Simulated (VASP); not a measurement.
# CdSe (Imm2) in VASP: relaxation of the atoms with PBE

Aim: the relaxation of the atoms of CdSe with PBE.

All numbers are computed with VASP 6.6.1; they aren't measurements. Logs are shortened: lines on timing, memory, paths and dates and some standing lists are left out, and cuts for length are marked.

**1. The cell of the first run**

Symmetry: Imm2, No. 44, orthorhombic system. Conventional cell: a = 4.338 Å, b = 4.423 Å, c = 6.135 Å, α = 90.00°, β = 90.00°, γ = 90.00°. Within 3.5 Å of Cd (site symmetry mm2) lie 4 Se at 2.67 to 2.68 Å. Se (site symmetry mm2) has 4 Cd at 2.67 to 2.68 Å within 3.5 Å.

**2. Relaxation of the atoms, PBE (strained cell)**

Contents of INCAR:

```
ALGO = Normal
EDIFF = 1E-7
EDIFFG = -0.002
ENCUT = 450
GGA = PE
GGA_COMPAT = False
IBRION = 2
ISIF = 2
ISMEAR = 0
LASPH = True
LCHARG = False
LREAL = False
LWAVE = False
NELM = 120
NELMIN = 4
NSW = 60
PREC = Accurate
SIGMA = 0.02
```

Contents of KPOINTS:

```
k-points
0
Gamma
  8 8 8
```

Contents of POSCAR:

```
CdSe
1.0
    0.0300925223      3.0974960536      3.0674035312
    3.0974960536      0.0300925223      3.0674035312
    3.1275885759      3.1275885759      0.0000000000
Cd Se
1 1
Direct
    0.0018099468      0.0018099468     -0.0018099468
    0.2481900532      0.2481900532      0.2518099468
```

Potentials or basis: VASP PAW PBE potentials, release 64 (Cd, Se).

Run with:

```console
> cat potpaw_PBE.64/Cd/POTCAR potpaw_PBE.64/Se/POTCAR > POTCAR
> mpirun -np 1 vasp_std > vasp.out
```

OUTCAR:

```text
EDIFF = 1E-7
   EDIFFG = -0.002
   ENCUT = 450
   GGA = PE
   IBRION = 2
   ISIF = 2
   ISMEAR = 0
   LASPH = True
   LREAL = False
   NELM = 120
   NELMIN = 4
   NSW = 60
   PREC = Accurate

 ion  position               nearest neighbor table
   1  0.002  0.002  0.998-   2 2.67   2 2.67   2 2.68   2 2.68
   2  0.248  0.248  0.252-   1 2.67   1 2.67   1 2.68   1 2.68

  LATTYP: Found a body centered orthorhombic cell.
 ALAT       =     4.3379636752
 B/A-ratio  =     1.0196208435
 C/A-ratio  =     1.4142135623

  Lattice vectors:

 A1 = (   3.0974960536,   0.0300925223,  -3.0674035312)
 A2 = (  -3.0974960536,  -0.0300925223,  -3.0674035312)
 A3 = (   0.0300925223,   3.0974960536,   3.0674035312)

Analysis of symmetry for initial positions (statically):
=====================================================================
 Subroutine PRICEL returns:
 Original cell was already a primitive cell.

 Routine SETGRP: Setting up the symmetry group for a
 body centered orthorhombic supercell.

 Subroutine GETGRP returns: Found  4 space group operations
 (whereof  4 operations were pure point group operations)
 out of a pool of  8 trial point group operations.

The static configuration has the point symmetry C_2v.

Analysis of symmetry for dynamics (positions and initial velocities):
=====================================================================
 Subroutine PRICEL returns:
 Original cell was already a primitive cell.

 Routine SETGRP: Setting up the symmetry group for a
 body centered orthorhombic supercell.

 Subroutine GETGRP returns: Found  4 space group operations
 (whereof  4 operations were pure point group operations)
 out of a pool of  8 trial point group operations.

The dynamic configuration has the point symmetry C_2v.

 Subroutine INISYM returns: Found  4 space group operations
 (whereof  4 operations are pure point group operations),
 and found     1 'primitive' translations

----------------------------------------------------------------------------------------

                                     Primitive cell

  volume of cell :      58.8547

  direct lattice vectors                    reciprocal lattice vectors
     0.030092522  3.097496054  3.067403531    -0.163004311  0.163004311  0.163004311
     3.097496054  0.030092522  3.067403531     0.163004311 -0.163004311  0.163004311
     3.127588576  3.127588576  0.000000000     0.159867575  0.159867575 -0.163004311

  length of vectors
     4.359398099  4.359398099  4.423078182     0.282331749  0.282331749  0.278721525

  position of ions in fractional coordinates (direct lattice)
     0.001809947  0.001809947  0.998190053
     0.248190053  0.248190053  0.251809947

  ion indices of the primitive-cell ions
   primitive index   ion index
                 1           1
                 2           2

----------------------------------------------------------------------------------------

 KPOINTS: k-points

Automatic generation of k-mesh.
 Grid dimensions read from file:
 generate k-points for:    8    8    8

 Generating k-lattice:

  Cartesian coordinates                     Fractional coordinates (reciprocal lattice)
    -0.020375539  0.020375539  0.020375539     0.125000000  0.000000000  0.000000000
     0.020375539 -0.020375539  0.020375539     0.000000000  0.125000000  0.000000000
     0.019983447  0.019983447 -0.020375539     0.000000000  0.000000000  0.125000000

  Length of vectors
     0.035291469  0.035291469  0.034840191

  Shift w.r.t. Gamma in fractional coordinates (k-lattice)
     0.000000000  0.000000000  0.000000000

 Subroutine IBZKPT returns following result:
 ===========================================

 Found     95 irreducible k-points:

 Following reciprocal coordinates:
            Coordinates               Weight
  0.000000  0.000000  0.000000      1.000000
  0.125000  0.000000  0.000000      4.000000
  0.250000  0.000000  0.000000      4.000000
  0.375000  0.000000  0.000000      4.000000
  0.500000  0.000000  0.000000      2.000000
  0.125000  0.125000  0.000000      2.000000
[... 16 lines left out ...]
  0.125000 -0.000000  0.125000      4.000000
  0.250000  0.000000  0.125000      8.000000
 [... further k-points ...]
   k-points           NKPTS =     95   k-points in BZ     NKDIM =     95   number of bands    NBANDS=     13
   number of dos      NEDOS =    301   number of ions     NIONS =      2
   total plane-waves  NPLWV =  28800
   dimension x,y,z NGX =    30 NGY =   30 NGZ =   32
   dimension x,y,z NGXF=    60 NGYF=   60 NGZF=   64
   ions per type =               1   1
   NGX,Y,Z   is equivalent  to a cutoff of  11.44, 11.44, 12.03 a.u.
   NGXF,Y,Z  is equivalent  to a cutoff of  22.88, 22.88, 24.06 a.u.
 SYSTEM =  unknown system
   PREC   = accura    normal or accurate (medium, high low for compatibility)
   ISTART =      0    job   : 0-new  1-cont  2-samecut
   ICHARG =      2    charge: 1-file 2-atom 10-const
   ISPIN  =      1    spin polarized calculation?
   LNONCOLLINEAR =      F non collinear calculations
   LSORBIT =      F    spin-orbit coupling
   LASPH  =      T    aspherical Exc in radial PAW
   ENCUT  =  450.0 eV  33.07 Ry    5.75 a.u.   7.54  7.54  7.65*2*pi/ulx,y,z
   NELM   =    120;   NELMIN=  4; NELMDL= -5     # of ELM steps
   EDIFF  = 0.1E-06   stopping-criterion for ELM
   LREAL  =      F    real-space projection
   EDIFFG = -.2E-02   stopping-criterion for IOM
   NSW    =     60    number of steps for IOM
   IBRION =      2    ionic relax: 0-MD 1-quasi-New 2-CG
   NFREE  =      1    steps in history (QN), initial steepest desc. (CG)
   ISIF   =      2    stress and relaxation
   ISYM   =      2    0-nonsym 1-usesym 2-fastsym
   POTIM  = 0.5000    time-step for ionic-motion
   TEBEG  =    0.0;   TEEND  =   0.0 temperature during run
   PSTRESS=    0.0 pullay stress
   NELECT =      18.0000    total number of electrons
   NUPDOWN=      -1.0000    fix difference up-down
   EMIN   =  10.00;   EMAX   =-10.00  energy-range for DOS
   EFERMI =   0.00;   METHOD = LEGACY
   ISMEAR =     0;   SIGMA  =   0.02  broadening in eV -4-tet -1-fermi 0-gaus
   EFERMI_NEDOS =   21; number of points for ismear=-14 and -15
   IALGO  =     38    algorithm
   IMIX   =      4    mixing-type and parameters
     AMIX     =   0.40;   BMIX     =  1.00
     AMIX_MAG =   1.60;   BMIX_MAG =  1.00
  volume/ion in A,a.u.               =      29.43       198.59
  Fermi-wavevector in a.u.,A,eV,Ry     =   1.102991  2.084350 16.552691  1.216588
  Thomas-Fermi vector in A             =   2.239442
   LORBIT       =      0    0 simple, 1 ext, 2 COOP (PROOUT), +10 PAW based schemes
   GGA     = PE    functional components
   LHFCALC =     F    Hartree Fock is set to
   AEXX    =    0.0000 exact exchange contribution
   IVDW    =     0    specifies the selected vdW correction
   LEPSILON=     F    determine dielectric tensor
   LRPA    =     F    only Hartree local field effects (RPA)
 conjugate gradient relaxation of ions
 non-spin polarized calculation
 Gauss-broadening in eV      SIGMA  =   0.02
  energy-cutoff  :      450.00
  volume of cell :       58.85
 maximum number of plane-waves:      1294
   NGX = 15   NGY = 15   NGZ = 15

--------------------------------------- Ionic step        1  -------------------------------------------

 number of electron      18.0000005 magnetization

 Free energy of the ion-electron system (eV)
  ---------------------------------------------------
  ext. energy  EPLUGINS =         0.00000000
  ---------------------------------------------------
  free energy    TOTEN  =        -5.49500138 eV

  energy without entropy =       -5.49500138  energy(sigma->0) =       -5.49500138

------------------------ aborting loop because EDIFF is reached ----------------------------------------

  FORCE on cell =-STRESS in cart. coord.  units (eV):
  Direction    XX          YY          ZZ          XY          YZ          ZX
  --------------------------------------------------------------------------------------
  -------------------------------------------------------------------------------------
  Total        0.2019665      0.2019665      0.2601671     -0.1654619      0.0000000      0.0000000
  in kB        5.4980466      5.4980466      7.0824180     -4.5042970      0.0000000      0.0000000
  external PRESSURE =       6.0261704 kB  Pullay stress =       0.0000000 kB

 VOLUME and BASIS-vectors are now :
 -----------------------------------------------------------------------------
  energy-cutoff  :      450.00
  volume of cell :       58.85
      direct lattice vectors                 reciprocal lattice vectors
     0.030092522  3.097496054  3.067403531    -0.163004311  0.163004311  0.163004311
     3.097496054  0.030092522  3.067403531     0.163004311 -0.163004311  0.163004311
     3.127588576  3.127588576  0.000000000     0.159867575  0.159867575 -0.163004311
[... 37 lines left out ...]
 POSITION                                       TOTAL-FORCE (eV/Angst)
 -----------------------------------------------------------------------------------
      3.12759      3.12759      0.01160         0.000000      0.000000      0.005948
      1.56379      1.56379      1.52210         0.000000      0.000000     -0.005948
 -----------------------------------------------------------------------------------
    total drift:                               -0.000012     -0.000012     -0.000705

  FREE ENERGIE OF THE ION-ELECTRON SYSTEM (eV)
  ---------------------------------------------------
  free  energy   TOTEN  =        -5.4950094576 eV

  energy  without entropy=       -5.4950094576  energy(sigma->0) =       -5.49500946

--------------------------------------- Ionic step        3  -------------------------------------------

 number of electron      18.0000005 magnetization

 Free energy of the ion-electron system (eV)
  ---------------------------------------------------
  ext. energy  EPLUGINS =         0.00000000
  ---------------------------------------------------
  free energy    TOTEN  =        -5.49501338 eV

  energy without entropy =       -5.49501338  energy(sigma->0) =       -5.49501338

 E-fermi :   0.7059     XC(G=0):  -8.6817

 val. band max:        0.6243867640   @ k =   0.0000   0.0000   0.0000
 cond. band min:       1.1064107669   @ k =   0.0000   0.0000   0.0000
 fundamental gap:      0.4820240030
 Fermi energy:         0.7058985380

 k-point     1 :       0.0000    0.0000    0.0000
  band No.  band energies     occupation
      1     -11.7559      2.00000
      2      -7.2035      2.00000
      3      -7.1975      2.00000
      4      -7.1968      2.00000
      5      -6.8729      2.00000
      6      -6.8713      2.00000
      7       0.5435      2.00000
      8       0.6085      2.00000
      9       0.6244      2.00000
     10       1.1064      0.00000
     11       6.4278      0.00000
     12       6.5260      0.00000
     13       6.6277      0.00000

 k-point     2 :       0.1250    0.0000    0.0000
  band No.  band energies     occupation
      1     -11.7069      2.00000
      2      -7.1880      2.00000
      3      -7.1820      2.00000
      4      -7.1516      2.00000
      5      -6.8737      2.00000
      6      -6.8721      2.00000
      7      -0.5603      2.00000
      8       0.4247      2.00000
      9       0.5007      2.00000
     10       2.0981      0.00000
     11       6.3409      0.00000
[... 339 lines left out ...]
 k-point    24 :       0.2500    0.0000    0.1250
  band No.  band energies     occupation
      1     -11.5960      2.00000
      2      -7.1490      2.00000
      3      -7.1330      2.00000
      4      -7.0476      2.00000
      5      -6.8835      2.00000
      6      -6.8570      2.00000
      7      -1.6259      2.00000
      8      -0.0296      2.00000
      9       0.0325      2.00000
     10       3.1759      0.00000
     11       5.6210      0.00000
     12       7.2284      0.00000
     13       7.4343      0.00000

 [... further k-points ...]

------------------------ aborting loop because EDIFF is reached ----------------------------------------

  FORCE on cell =-STRESS in cart. coord.  units (eV):
  Direction    XX          YY          ZZ          XY          YZ          ZX
  --------------------------------------------------------------------------------------
  -------------------------------------------------------------------------------------
  Total        0.2022528      0.2022528      0.2601756     -0.1525444      0.0000000      0.0000000
  in kB        5.5058419      5.5058419      7.0826482     -4.1526520      0.0000000      0.0000000
  external PRESSURE =       6.0314440 kB  Pullay stress =       0.0000000 kB

 VOLUME and BASIS-vectors are now :
 -----------------------------------------------------------------------------
  energy-cutoff  :      450.00
  volume of cell :       58.85
      direct lattice vectors                 reciprocal lattice vectors
     0.030092522  3.097496054  3.067403531    -0.163004311  0.163004311  0.163004311
     3.097496054  0.030092522  3.067403531     0.163004311 -0.163004311  0.163004311
     3.127588576  3.127588576  0.000000000     0.159867575  0.159867575 -0.163004311

 POSITION                                       TOTAL-FORCE (eV/Angst)
 -----------------------------------------------------------------------------------
      3.12759      3.12759      0.01228         0.000000      0.000000      0.000252
      1.56379      1.56379      1.52142        -0.000000      0.000000     -0.000252
 -----------------------------------------------------------------------------------
    total drift:                               -0.000012     -0.000012     -0.000503

  FREE ENERGIE OF THE ION-ELECTRON SYSTEM (eV)
  ---------------------------------------------------
  free  energy   TOTEN  =        -5.4950133794 eV

  energy  without entropy=       -5.4950133794  energy(sigma->0) =       -5.49501338

 reached required accuracy - stopping structural energy minimisation
```

Wall time 94 s (1 thread of Intel Xeon Platinum 8488C (Sapphire Rapids), shared host); peak memory 0.22 GiB.

What came out:

| Item | Value |
| --- | --- |
| Free energy | -5.4950 eV |
| Energy gained by relaxing | 0.0 meV/atom |
| Ionic steps | 3 |
| Pressure after relaxing | 0.6 GPa |
| Band gap on the k mesh | 0.48 eV |

Stress tensor (GPa, compression positive):
```
 0.55 -0.42  0.00
-0.42  0.55  0.00
 0.00  0.00  0.71
```

Final structure:
```
Cd Se
1.0
     0.03009    3.09750    3.06740
     3.09750    0.03009    3.06740
     3.12759    3.12759    0.00000
Cd Se
1 1
Cartesian
  3.1276 3.1276 0.0123
  1.5638 1.5638 1.5214
```

Levels at points of the mesh, in eV from the valence-band top:
| k point | band 7 | band 8 | band 9 | band 10 | band 11 | band 12 |
| --- | --- | --- | --- | --- | --- | --- |
| (0.00, 0.00, 0.00) | -0.08 | -0.02 | 0.00 | 0.48 | 5.80 | 5.90 |
| (0.50, 0.00, 0.00) | -4.14 | -0.79 | -0.69 | 2.24 | 6.31 | 6.39 |
| (0.50, 0.50, 0.00) | -3.88 | -1.84 | -1.68 | 3.13 | 3.67 | 8.93 |
| (0.00, 0.00, 0.50) | -4.18 | -0.70 | -0.68 | 2.36 | 6.42 | 6.47 |
| (0.50, 0.00, 0.50) | -3.93 | -1.73 | -1.71 | 3.20 | 3.70 | 8.82 |

Caveat: the cell differs from its parent crystal (strained cell).
